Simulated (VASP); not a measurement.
A run of VASP 6.6.1:

INCAR

```
ALGO     = Normal         # electronic algorithm
EDIFF    = 1E-6           # SCF threshold, eV
ENCUT    = 700            # plane-wave cutoff, eV
GGA      = PE             # functional
GGA_COMPAT= False        
ISIF     = 2              # what is computed and relaxed
ISMEAR   = 0              # smearing method
ISPIN    = 2              # spin polarisation
LASPH    = True           # aspherical terms in the spheres
LCHARG   = False          # write CHGCAR
LMAXMIX  = 4              # l up to which the mixer works
LORBIT   = 11             # projections on sites
LREAL    = False          # projectors in reciprocal space
LWAVE    = False          # write WAVECAR
MAGMOM   = 2 0 0 0 0 0 0 0 0 0 # initial moments
NBANDS   = 48             # bands
NELM     = 200            # most SCF steps
PREC     = Accurate       # precision mode
SIGMA    = 0.1            # smearing width, eV
```

Contents of KPOINTS:

```
k-points
0
Gamma
  4 4 4
```

Contents of POSCAR:

```
VPdC4N4
1.0
    5.8536852221      0.0000000000      0.0000000000
    0.0000000000      5.8536852221      0.0000000000
    0.0000000000      0.0000000000      5.8536852221
V Pd C N
1 1 4 4
Direct
    0.5000000000      0.5000000000      0.5000000000
    0.0000000000      0.0000000000      0.0000000000
    0.1968929719      0.1968929719      0.1968929719
    0.1968929719      0.8031070281      0.8031070281
    0.8031070281      0.1968929719      0.8031070281
    0.8031070281      0.8031070281      0.1968929719
    0.3145707209      0.3145707209      0.3145707209
    0.3145707209      0.6854292791      0.6854292791
    0.6854292791      0.3145707209      0.6854292791
    0.6854292791      0.6854292791      0.3145707209
```

Potentials or basis: VASP PAW PBE potentials, release 64 (V_sv, Pd_sv_GW, C, N).

Run with:

```bash
$ cat potpaw_PBE.64/V_sv/POTCAR potpaw_PBE.64/Pd_sv_GW/POTCAR potpaw_PBE.64/C/POTCAR potpaw_PBE.64/N/POTCAR > POTCAR
$ mpirun -np 1 vasp_std > vasp.out
```

Hardware: 1 thread of Intel(R) Xeon(R) Platinum 8375C CPU @ 2.90GHz (Ice Lake) (shared host).

Q: How long does it take, and how much memory?

A: Wall time 9.7 min on 1 thread of Intel(R) Xeon(R) Platinum 8375C CPU @ 2.90GHz (Ice Lake), on a shared host, peak memory 0.68 GiB. Counts: scf iterations 24, k points 10.
